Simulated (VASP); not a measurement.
# SrCl2 (R3m) in VASP: settings compared

The runs below take SrCl2 through single point, with PBE, r2SCAN.

Everything below comes from runs of VASP 6.6.1. Logs are shortened: lines on timing, memory, paths and dates and some standing lists are left out, and cuts for length are marked.

### 1 The cell of the first run

Symmetry: R3m, No. 160, trigonal system. The conventional cell has a = 4.171 Å, b = 4.171 Å, c = 18.405 Å, α = 90.00°, β = 90.00°, γ = 120.00°. Sr (site symmetry 3m) has 6 Cl at 2.92 Å within 3.8 Å. Cl (site symmetry 3m) has 3 Sr at 2.92 Å and 4 Cl at 3.30 to 3.72 Å within 3.8 Å. Cl (site symmetry 3m) has 3 Sr at 2.92 Å and 4 Cl at 3.30 to 3.72 Å within 3.8 Å.

### 2 Single point, PBE

Contents of INCAR:

```
ALGO = Normal
EDIFF = 1E-7
ENCUT = 520
GGA = PE
ISIF = 2
ISMEAR = 0
LASPH = T
LCHARG = F
LREAL = F
LWAVE = F
NBANDS = 19
NELM = 60
PREC = Accurate
SIGMA = 0.01
```

Contents of KPOINTS:

```
k-points
0
Gamma
  8 8 8
```

Contents of POSCAR:

```
SrCl2
1.0
    2.0857437684      1.2042047261      6.1350482706
   -2.0857437684      1.2042047261      6.1350482706
    0.0000000000     -2.4084094522      6.1350482706
Sr Cl
1 2
Direct
    0.0002014275      0.0002014275      0.0002014275
    0.4227725672      0.4227725672      0.4227725672
    0.2436926722      0.2436926722      0.2436926722
```

Potentials or basis: VASP PAW PBE potentials, release 64 (Sr_sv, Cl).

Run with:

```
$ cat potpaw_PBE.64/Sr_sv/POTCAR potpaw_PBE.64/Cl/POTCAR > POTCAR
$ mpirun -np 1 vasp_std > vasp.out
```

OUTCAR:

```text
EDIFF = 1E-7
   ENCUT = 520
   GGA = PE
   ISIF = 2
   ISMEAR = 0
   LASPH = T
   LREAL = F
   NELM = 60
   PREC = Accurate

 ion  position               nearest neighbor table
   1  0.000  0.000  0.000-   2 2.92   2 2.92   2 2.92   3 2.92   3 2.92   3 2.92
   2  0.423  0.423  0.423-   1 2.92   1 2.92   1 2.92
   3  0.244  0.244  0.244-   1 2.92   1 2.92   1 2.92

  LATTYP: Found a trigonal (rhomboedric) cell.
 ALAT       =     6.5908461803
 COS(alpha) =     0.7997052560

  Lattice vectors:

 A1 = (   2.0857437684,   1.2042047261,   6.1350482706)
 A2 = (  -2.0857437684,   1.2042047261,   6.1350482706)
 A3 = (   0.0000000000,  -2.4084094522,   6.1350482706)

Analysis of symmetry for initial positions (statically):
=====================================================================
 Subroutine PRICEL returns:
 Original cell was already a primitive cell.

 Routine SETGRP: Setting up the symmetry group for a
 trigonal (rhombohedral) supercell.

 Subroutine GETGRP returns: Found  6 space group operations
 (whereof  6 operations were pure point group operations)
 out of a pool of 12 trial point group operations.

The static configuration has the point symmetry C_3v.

Analysis of symmetry for dynamics (positions and initial velocities):
=====================================================================
 Subroutine PRICEL returns:
 Original cell was already a primitive cell.

 Routine SETGRP: Setting up the symmetry group for a
 trigonal (rhombohedral) supercell.

 Subroutine GETGRP returns: Found  6 space group operations
 (whereof  6 operations were pure point group operations)
 out of a pool of 12 trial point group operations.

The dynamic configuration has the point symmetry C_3v.

 Subroutine INISYM returns: Found  6 space group operations
 (whereof  6 operations are pure point group operations),
 and found     1 'primitive' translations

----------------------------------------------------------------------------------------

                                     Primitive cell

  volume of cell :      92.4550

  direct lattice vectors                    reciprocal lattice vectors
     2.085743768  1.204204726  6.135048271     0.239722639  0.138403930  0.054332634
    -2.085743768  1.204204726  6.135048271    -0.239722639  0.138403930  0.054332634
     0.000000000 -2.408409452  6.135048271     0.000000000 -0.276807860  0.054332634
[... 84 lines left out ...]
   ENCUT  =  520.0 eV  38.22 Ry    6.18 a.u.  12.25 12.25 12.25*2*pi/ulx,y,z
   NELM   =     60;   NELMIN=  2; NELMDL= -5     # of ELM steps
   EDIFF  = 0.1E-06   stopping-criterion for ELM
   LREAL  =      F    real-space projection
   EDIFFG = 0.1E-05   stopping-criterion for IOM
   NSW    =      0    number of steps for IOM
   IBRION =     -1    ionic relax: 0-MD 1-quasi-New 2-CG
   NFREE  =      0    steps in history (QN), initial steepest desc. (CG)
   ISIF   =      2    stress and relaxation
   ISYM   =      2    0-nonsym 1-usesym 2-fastsym
   POTIM  = 0.5000    time-step for ionic-motion
   TEBEG  =    0.0;   TEEND  =   0.0 temperature during run
   PSTRESS=    0.0 pullay stress
   NELECT =      24.0000    total number of electrons
   NUPDOWN=      -1.0000    fix difference up-down
   EMIN   =  10.00;   EMAX   =-10.00  energy-range for DOS
   EFERMI =   0.00;   METHOD = LEGACY
   ISMEAR =     0;   SIGMA  =   0.01  broadening in eV -4-tet -1-fermi 0-gaus
   EFERMI_NEDOS =   21; number of points for ismear=-14 and -15
   IALGO  =     38    algorithm
   IMIX   =      4    mixing-type and parameters
     AMIX     =   0.40;   BMIX     =  1.00
     AMIX_MAG =   1.60;   BMIX_MAG =  1.00
  volume/ion in A,a.u.               =      30.82       207.97
  Fermi-wavevector in a.u.,A,eV,Ry     =   1.044324  1.973485 14.838673  1.090612
  Thomas-Fermi vector in A             =   2.179071
   LORBIT       =      0    0 simple, 1 ext, 2 COOP (PROOUT), +10 PAW based schemes
   GGA     = PE    functional components
   LHFCALC =     F    Hartree Fock is set to
   AEXX    =    0.0000 exact exchange contribution
   IVDW    =     0    specifies the selected vdW correction
   LEPSILON=     F    determine dielectric tensor
   LRPA    =     F    only Hartree local field effects (RPA)
 non-spin polarized calculation
 Gauss-broadening in eV      SIGMA  =   0.01
  energy-cutoff  :      520.00
  volume of cell :       92.46
 maximum number of plane-waves:      2531
 NGX is ok and might be reduce to    50
   NGX = 25   NGY = 25   NGZ = 25

 number of electron      23.9999999 magnetization

 Free energy of the ion-electron system (eV)
  ---------------------------------------------------
  ext. energy  EPLUGINS =         0.00000000
  ---------------------------------------------------
  free energy    TOTEN  =       -12.16504344 eV

  energy without entropy =      -12.16504344  energy(sigma->0) =      -12.16504344

 E-fermi :  -0.0866     XC(G=0):  -7.8896

 val. band max:       -0.2261325475   @ k =   0.0000   0.0000   0.0000
 cond. band min:       4.1254825942   @ k =   0.0000   0.0000   0.0000
 fundamental gap:      4.3516151417
 Fermi energy:        -0.0866090564

 k-point     1 :       0.0000    0.0000    0.0000
  band No.  band energies     occupation
      1     -33.5290      2.00000
      2     -15.7508      2.00000
      3     -15.5041      2.00000
      4     -15.5041      2.00000
      5     -13.5524      2.00000
      6     -12.7265      2.00000
[... 505 lines left out ...]
      6     -12.9048      2.00000
[... 11 lines left out ...]
     18       7.4265      0.00000
     19       9.1085      0.00000

 [... further k-points ...]

------------------------ aborting loop because EDIFF is reached ----------------------------------------

  FORCE on cell =-STRESS in cart. coord.  units (eV):
  Direction    XX          YY          ZZ          XY          YZ          ZX
  --------------------------------------------------------------------------------------
  -------------------------------------------------------------------------------------
  Total        0.7621288      0.7621288      0.7287929      0.0000000      0.0000000      0.0000000
  in kB       13.2071301     13.2071301     12.6294425      0.0000000      0.0000000      0.0000000
  external PRESSURE =      13.0145676 kB  Pullay stress =       0.0000000 kB

 VOLUME and BASIS-vectors are now :
 -----------------------------------------------------------------------------
  energy-cutoff  :      520.00
  volume of cell :       92.46
      direct lattice vectors                 reciprocal lattice vectors
     2.085743768  1.204204726  6.135048271     0.239722639  0.138403930  0.054332634
    -2.085743768  1.204204726  6.135048271    -0.239722639  0.138403930  0.054332634
     0.000000000 -2.408409452  6.135048271     0.000000000 -0.276807860  0.054332634

 POSITION                                       TOTAL-FORCE (eV/Angst)
 -----------------------------------------------------------------------------------
      0.00000      0.00000      0.00371         0.000000      0.000000     -0.003641
      0.00000      0.00000      7.78119         0.000000     -0.000000     -0.000141
      0.00000      0.00000      4.48520         0.000000      0.000000      0.003782
 -----------------------------------------------------------------------------------
    total drift:                               -0.000000      0.000000     -0.000070

  FREE ENERGIE OF THE ION-ELECTRON SYSTEM (eV)
  ---------------------------------------------------
  free  energy   TOTEN  =       -12.1650434447 eV

  energy  without entropy=      -12.1650434447  energy(sigma->0) =      -12.16504344
```

OSZICAR:

```text
N       E                     dE             d eps       ncg     rms          rms(c)
DAV:   1     0.145781237740E+03    0.14578E+03   -0.11310E+04  2470   0.112E+03
DAV:   2    -0.247916817056E+01   -0.14826E+03   -0.14446E+03  3217   0.223E+02
DAV:   3    -0.122426672136E+02   -0.97635E+01   -0.97314E+01  3274   0.571E+01
DAV:   4    -0.125741109882E+02   -0.33144E+00   -0.33100E+00  4165   0.900E+00
DAV:   5    -0.125779272306E+02   -0.38162E-02   -0.38159E-02  3360   0.840E-01    0.150E+01
DAV:   6    -0.121609672254E+02    0.41696E+00   -0.81859E-01  2962   0.483E+00    0.963E+00
DAV:   7    -0.121643966831E+02   -0.34295E-02   -0.56863E-01  3300   0.429E+00    0.193E+00
DAV:   8    -0.121625179409E+02    0.18787E-02   -0.86978E-02  2792   0.158E+00    0.664E-01
DAV:   9    -0.121633273286E+02   -0.80939E-03   -0.28175E-03  3054   0.334E-01    0.264E-01
DAV:  10    -0.121647311194E+02   -0.14038E-02   -0.10142E-03  2584   0.185E-01    0.465E-02
DAV:  11    -0.121649684525E+02   -0.23733E-03   -0.13479E-04  2878   0.658E-02    0.298E-02
DAV:  12    -0.121650238093E+02   -0.55357E-04   -0.31868E-05  2741   0.320E-02    0.105E-02
DAV:  13    -0.121650428604E+02   -0.19051E-04   -0.23970E-05  2671   0.263E-02    0.453E-03
DAV:  14    -0.121650432905E+02   -0.43011E-06   -0.10692E-06  3241   0.583E-03    0.204E-03
DAV:  15    -0.121650434508E+02   -0.16029E-06   -0.18959E-07  2886   0.245E-03    0.107E-03
DAV:  16    -0.121650434447E+02    0.60156E-08   -0.22301E-08  2412   0.930E-04
   1 F= -.12165043E+02 E0= -.12165043E+02  d E =-.315426E-89
```

It took 3.6 min on 1 thread of Intel Xeon Platinum 8259CL at 2.50GHz (Skylake/Cascade Lake), shared host; peak memory 0.4 GiB.

Results:

```
Free energy            : -12.1650 eV
Pressure               : 1.3 GPa
Largest force          : 0.004 eV/Å
Band gap on the k mesh : 4.35 eV
```

Forces in eV/Å, atoms in the order of the input:
```
Sr   0.000  0.000 -0.004
Cl   0.000  0.000  0.000
Cl   0.000  0.000  0.004
```

Levels at points of the mesh, in eV from the valence-band top:
| k point | band 10 | band 11 | band 12 | band 13 | band 14 | band 15 |
| --- | --- | --- | --- | --- | --- | --- |
| (0.00, 0.00, 0.00) | -1.08 | -1.08 | 0.00 | 4.35 | 6.23 | 6.48 |
| (0.50, 0.00, 0.00) | -1.41 | -1.01 | -0.35 | 4.59 | 6.84 | 7.49 |
| (0.50, 0.50, 0.00) | -1.29 | -1.21 | -0.65 | 4.50 | 6.82 | 7.49 |
| (0.50, 0.50, 0.50) | -1.04 | -0.93 | -0.93 | 5.15 | 5.87 | 6.35 |

A k mesh can miss the band edges.

### 3 Single point, r2SCAN

POSCAR is that of step 2.

Contents of INCAR.step1:

```
SYSTEM = SrCl2
PREC     = Accurate       ! precision mode
ENCUT    = 520            ! plane-wave cutoff, eV
ISMEAR   = 0              ! smearing method
SIGMA    = 0.01           ! smearing width, eV
LREAL    = .FALSE.        ! projectors in reciprocal space
LASPH    = .TRUE.         ! aspherical terms in the spheres
NELM     = 60             ! most SCF steps
NBANDS   = 19             ! bands
GGA      = PE             ! functional
ALGO     = Normal         ! electronic algorithm
EDIFF    = 1E-4           ! SCF threshold, eV
LWAVE    = .TRUE.         ! write WAVECAR
LCHARG   = .FALSE.        ! write CHGCAR
```

Contents of INCAR.step2:

```
SYSTEM = SrCl2
PREC     = Accurate       ! precision mode
ENCUT    = 520            ! plane-wave cutoff, eV
EDIFF    = 1E-6           ! SCF threshold, eV
ISMEAR   = 0              ! smearing method
SIGMA    = 0.01           ! smearing width, eV
LREAL    = .FALSE.        ! projectors in reciprocal space
LASPH    = .TRUE.         ! aspherical terms in the spheres
NELM     = 60             ! most SCF steps
ALGO     = Normal         ! electronic algorithm
ISIF     = 2              ! what is computed and relaxed
LWAVE    = .FALSE.        ! write WAVECAR
LCHARG   = .FALSE.        ! write CHGCAR
METAGGA  = R2SCAN         ! meta-GGA
LMIXTAU  = .TRUE.       
NBANDS   = 19             ! bands
ISTART   = 1
```

Contents of KPOINTS:

```
regular mesh
0
G
  8 8 8
  0 0 0
```

Potentials or basis: VASP PAW PBE potentials, release 64 (Sr_sv, Cl).

Run with:

```
$ cat potpaw_PBE.64/Sr_sv/POTCAR potpaw_PBE.64/Cl/POTCAR > POTCAR
$ cp INCAR.step1 INCAR
$ mpirun -np 1 vasp_std > vasp.out
$ cp INCAR.step2 INCAR
$ mpirun -np 1 vasp_std > vasp.out
```

Wall time 13 min (1 thread of Intel Xeon Platinum 8259CL at 2.50GHz (Skylake/Cascade Lake), shared host); peak memory 0.45 GiB.

Results (log left out):

```
Free energy            : -34.9736 eV
Pressure               : 0.7 GPa
Largest force          : 0.008 eV/Å
Band gap on the k mesh : 4.88 eV
```

Forces on the atoms (eV/Å):
```
Sr   0.000  0.000 -0.001
Cl   0.000  0.000  0.008
Cl   0.000  0.000 -0.007
```

Levels at points of the mesh, in eV from the valence-band top:
```
           k point  band 9  band 10  band 11  band 12  band 13  band 14  band 15  band 16
(0.00, 0.00, 0.00)   -1.23    -1.11    -1.11     0.00     4.88     6.79     7.07     7.07
(0.50, 0.00, 0.00)   -1.51    -1.45    -1.05    -0.35     5.00     7.43     8.10     8.72
(0.50, 0.50, 0.00)   -1.49    -1.33    -1.23    -0.66     4.91     7.45     8.08     8.63
(0.50, 0.50, 0.50)   -1.37    -1.05    -0.96    -0.96     5.63     6.43     6.94     6.94
```

Caveat: the PAW data sets were made with another functional, which shifts forces and pressure a little.
